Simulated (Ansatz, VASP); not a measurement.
HgTe in VASP and in Ansatz

INCAR

```
ALGO = Normal
EDIFF = 1E-6
ENCUT = 500
GGA_COMPAT = F
ISIF = 2
ISMEAR = 0
LASPH = T
LCHARG = F
LREAL = F
LWAVE = F
NBANDS = 16
NELM = 120
PREC = Accurate
SIGMA = 0.05
```

KPOINTS

```
k-points
0
Gamma
  4 4 4
```

File POSCAR:

```
HgTe
1.0
    3.8366138424      0.0000000000      0.0000000000
    0.0000000000      3.8366138424      0.0000000000
    0.0000000000      0.0000000000      3.8366138424
Hg Te
1 1
Direct
    0.0000000000      0.0000000000      0.0000000000
    0.5000000000      0.5000000000      0.5000000000
```

Input for Ansatz:

```yaml
crystal:
  lattice:
    - [3.8366138424, 0.0, 0.0]
    - [0.0, 3.8366138424, 0.0]
    - [0.0, 0.0, 3.8366138424]
  atoms:
    - { symbol: Hg, position: [0.0, 0.0, 0.0] }
    - { symbol: Te, position: [0.5, 0.5, 0.5] }
basis:
  ecutwfc: 420
kpoints:
  mp_grid: { grid: [4, 4, 4] }
hamiltonian:
  xc: lda
scf:
  occupations: { method: gaussian, width: 0.05 }
output:
  forces: true
  stress: true
  eigenvalues: true
```

Alike in both runs: task single point; functional LDA; k mesh 4 × 4 × 4; occupations gaussian, width 0.05 eV; no spin polarisation.

|  | VASP | Ansatz |
| --- | --- | --- |
| version | VASP 6.6.1 | Ansatz 0.2.0 |
| potentials or method | VASP PAW LDA potentials, release 64 (Hg, Te), cutoff 500 eV | scalar-relativistic, plane waves, PAW |
| valence electrons in the cell | 18 | 36 |

|  | VASP | Ansatz | Ansatz less VASP |
| --- | --- | --- | --- |
| gap on the k mesh at the Fermi level (eV) | none | none | - |
| pressure (GPa) | -5.5 | -5.7 | -0.17 |

LDA's correlation is that of Perdew and Zunger in VASP and of Perdew and Wang (1992) in Ansatz. A gap of «none» marks a metal or a gap that the smearing closes. VASP's potentials hold 18 valence electrons a cell and Ansatz's 36, so a difference there can come from the potentials and not from the codes.

The k mesh is coarse, so the values compare programs but aren't converged. Neither program's run includes spin-orbit coupling.
